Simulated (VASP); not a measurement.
# TaS2 (P-3m1) in VASP: further runs, part 2 of 2

VASP 6.6.1.

### 4 Single point, r2SCAN+D4

The input, POSCAR:

```
TaS2
1.0
    3.3828573416      0.0000000000      0.0000000000
   -1.6914286708      2.9296403952      0.0000000000
    0.0000000000      0.0000000000      6.1679785700
Ta S
1 2
Direct
    0.0000000000      0.0000000000      0.0000000000
    0.6666666667      0.3333333333      0.7542821200
    0.3333333333      0.6666666667      0.2457178800
```

The input, INCAR.step1:

```
ALGO = Normal ; EDIFF = 1E-5
ENCUT = 550 ; GGA = PE
GGA_COMPAT = F ; ISMEAR = 0
LASPH = T ; LCHARG = F
LREAL = F ; LWAVE = T
NBANDS = 18 ; NELM = 120
PREC = Accurate ; SIGMA = 0.1
```

The input, INCAR.step2:

```
ALGO = Normal ; EDIFF = 1E-6
ENCUT = 550 ; GGA_COMPAT = F
ISIF = 2 ; ISMEAR = 0
ISTART = 1 ; IVDW = 13
LASPH = T ; LCHARG = F
LMIXTAU = T ; LREAL = F
LWAVE = F ; METAGGA = R2SCAN
NBANDS = 18 ; NELM = 120
PREC = Accurate ; SIGMA = 0.1
VDW_A1 = 0.51559235 ; VDW_A2 = 5.77342911
VDW_S6 = 1.0 ; VDW_S8 = 0.6018749
```

The input, KPOINTS:

```
k-points
0
Gamma
  4 4 2
```

Potentials or basis: VASP PAW PBE potentials, release 64 (Ta_pv, S).

Launch:

```sh
$ cat potpaw_PBE.64/Ta_pv/POTCAR potpaw_PBE.64/S/POTCAR > POTCAR
$ cp INCAR.step1 INCAR
$ mpirun -np 1 vasp_std > vasp.out
$ cp INCAR.step2 INCAR
$ mpirun -np 1 vasp_std > vasp.out
```

OUTCAR:

```text
EDIFF = 1E-6
   ENCUT = 550
   ISIF = 2
   ISMEAR = 0
   ISTART = 1
   IVDW = 13
   LASPH = T
   LREAL = F
   METAGGA = R2SCAN
   NELM = 120
   PREC = Accurate

 ion  position               nearest neighbor table
   1  0.000  0.000  0.000-   2 2.47   3 2.47   3 2.47   2 2.47   2 2.47   3 2.47
   2  0.667  0.333  0.754-   1 2.47   1 2.47   1 2.47
   3  0.333  0.667  0.246-   1 2.47   1 2.47   1 2.47

  LATTYP: Found a hexagonal cell.
 ALAT       =     3.3828573416
 C/A-ratio  =     1.8233043688

  Lattice vectors:

 A1 = (   3.3828573416,   0.0000000000,   0.0000000000)
 A2 = (  -1.6914286708,   2.9296403952,   0.0000000000)
 A3 = (   0.0000000000,   0.0000000000,   6.1679785700)

Analysis of symmetry for initial positions (statically):
=====================================================================
 Subroutine PRICEL returns:
 Original cell was already a primitive cell.

[... 150 lines left out ...]
  ---------------------------------------------------
  free energy    TOTEN  =       -68.16537225 eV

  energy without entropy =      -68.15231130  energy(sigma->0) =      -68.15884178

 E-fermi :   4.5485     XC(G=0): -10.7525

 val. band max:        4.4911880512   @ k =   0.2500  -0.0000   0.5000
 cond. band min:       4.9797264414   @ k =   0.0000   0.0000   0.5000
 fundamental gap:      0.4885383901
 Fermi energy:         4.5485144210

 k-point     1 :       0.0000    0.0000    0.0000
  band No.  band energies     occupation
      1     -31.8863      2.00000
      2     -31.8863      2.00000
      3     -31.8834      2.00000
      4     -10.6672      2.00000
      5      -8.8485      2.00000
      6      -2.0653      2.00000
[... 145 lines left out ...]
      5      -8.7013      2.00000
      6      -1.1822      2.00000
[... 10 lines left out ...]
     17      12.1596      0.00000
     18      12.9485      0.00000

------------------------ aborting loop because EDIFF is reached ----------------------------------------

  DFT-D4 for vdW energy calculation

  Edisp (eV):   -0.33687

  FORCE on cell =-STRESS in cart. coord.  units (eV):
  Direction    XX          YY          ZZ          XY          YZ          ZX
  --------------------------------------------------------------------------------------
  -------------------------------------------------------------------------------------
  Total      -0.13093    -0.13093    -0.38608    -0.00000     0.00000    -0.00000
  in kB      -3.43159    -3.43159   -10.11917    -0.00000     0.00000    -0.00000
  external pressure =       -5.66 kB  Pullay stress =        0.00 kB

 VOLUME and BASIS-vectors are now :
 -----------------------------------------------------------------------------
  energy-cutoff  :      550.00
  volume of cell :       61.13
      direct lattice vectors                 reciprocal lattice vectors
     3.382857342  0.000000000  0.000000000     0.295608091  0.170669411  0.000000000
    -1.691428671  2.929640395  0.000000000     0.000000000  0.341338822  0.000000000
     0.000000000  0.000000000  6.167978570     0.000000000  0.000000000  0.162127671

 POSITION                                       TOTAL-FORCE (eV/Angst)
 -----------------------------------------------------------------------------------
      0.00000      0.00000      0.00000        -0.000000      0.000000     -0.000000
      1.69143      0.97655      4.65240         0.000000      0.000000      0.080827
     -0.00000      1.95309      1.51558        -0.000000     -0.000000     -0.080827
 -----------------------------------------------------------------------------------
    total drift:                                0.000000     -0.000000      0.000000

  FREE ENERGIE OF THE ION-ELECTRON SYSTEM (eV)
  ---------------------------------------------------
  free  energy   TOTEN  =       -68.5022431558 eV

  energy  without entropy=      -68.4891821984  energy(sigma->0) =      -68.49571268
```

OUTCAR.step1:

```text
EDIFF = 1E-5
   ENCUT = 550
   GGA = PE
   ISMEAR = 0
[... 376 lines left out ...]
      0.00000      0.00000      0.00000         0.000000      0.000000      0.000000
      1.69143      0.97655      4.65240        -0.000000      0.000000     -0.141265
     -0.00000      1.95309      1.51558         0.000000     -0.000000      0.141265
 -----------------------------------------------------------------------------------
    total drift:                                0.000000     -0.000000      0.000000

  FREE ENERGIE OF THE ION-ELECTRON SYSTEM (eV)
  ---------------------------------------------------
  free  energy   TOTEN  =       -23.1876244089 eV

  energy  without entropy=      -23.1745674288  energy(sigma->0) =      -23.18109592
```

OSZICAR.step1:

```text
N       E                     dE             d eps       ncg     rms          rms(c)
DAV:   1     0.151306498741E+03    0.15131E+03   -0.11768E+04   288   0.119E+03
DAV:   2    -0.175304202100E+02   -0.16884E+03   -0.16460E+03   370   0.292E+02
DAV:   3    -0.247932353966E+02   -0.72628E+01   -0.72270E+01   374   0.566E+01
DAV:   4    -0.248824790908E+02   -0.89244E-01   -0.89158E-01   370   0.681E+00
DAV:   5    -0.248840773710E+02   -0.15983E-02   -0.15982E-02   380   0.897E-01    0.188E+01
DAV:   6    -0.233001017390E+02    0.15840E+01   -0.62054E+00   318   0.151E+01    0.988E+00
DAV:   7    -0.231963830670E+02    0.10372E+00   -0.60325E-01   312   0.464E+00    0.432E+00
DAV:   8    -0.231896461226E+02    0.67369E-02   -0.11478E-01   346   0.206E+00    0.104E+00
DAV:   9    -0.231876848458E+02    0.19613E-02   -0.85608E-03   344   0.615E-01    0.532E-01
DAV:  10    -0.231875728724E+02    0.11197E-03   -0.24955E-03   338   0.295E-01    0.126E-01
DAV:  11    -0.231875905534E+02   -0.17681E-04   -0.18995E-04   338   0.806E-02    0.381E-02
DAV:  12    -0.231876229071E+02   -0.32354E-04   -0.34528E-05   324   0.394E-02    0.260E-02
DAV:  13    -0.231876244089E+02   -0.15018E-05   -0.52736E-06   204   0.151E-02
   1 F= -.23187624E+02 E0= -.23181096E+02  d E =-.130570E-01
```

Run time: 32 s. Hardware: 1 thread of Intel Xeon 6975P-C (Granite Rapids), shared host; peak memory 0.2 GiB.

Results:

| Property | Result |
| --- | --- |
| Free energy | -68.5022 eV |
| Pressure | -0.6 GPa |
| Largest force | 0.081 eV/Å |
| Band gap on the k mesh | zero (an odd number of electrons rules out a gap without spin polarisation) |
| Dispersion energy per atom | -0.112 eV |

Forces on the atoms (eV/Å):
```
Ta   0.000  0.000  0.000
S    0.000  0.000  0.081
S    0.000  0.000 -0.081
```

Stress tensor (GPa, compression positive):
```
-0.34  0.00  0.00
 0.00 -0.34  0.00
 0.00  0.00 -1.01
```

Caveat: the k points lie up to 0.54 Å⁻¹ apart, too coarse for converged energies and pressures of a metal; the PAW data sets were made with another functional, which shifts forces and pressure a little; spin-orbit coupling is left out, which moves the levels of the heavy elements.

### 5 Overview

| level | k mesh | cutoff (eV) | gap on the mesh (eV) | pressure (GPa) | largest force (eV/Å) |
| --- | --- | --- | --- | --- | --- |
| PBE | 4 × 1 × 5, shifted | 500 | none | -1.4 | 1.73 |
| PBE | 5 × 5 × 3 | 500 | none | 1.5 | 0.08 |
| r2SCAN+D4 | 4 × 4 × 2 | 550 | none | -0.6 | 0.08 |

Alike in all rows: task single point; potentials or basis VASP PAW PBE potentials, release 64 (Ta_pv, S); no spin polarisation; cell as given; smearing gaussian 0.1 eV.

Caveats: all runs use coarse meshes; spin-orbit coupling is left out, which moves the levels of the heavy elements; this functional lacks dispersion, which binds the layers, so the pressure and a relaxed spacing across them are unreliable (at least some runs); forces of over 1 eV/Å act on the atoms, so gaps and moduli don't describe the material at rest (at least some runs); the PAW data sets were made with another functional, which shifts forces and pressure a little (at least some runs).

Total energies depend on the potentials used, so only differences within one code and one set of settings carry meaning.
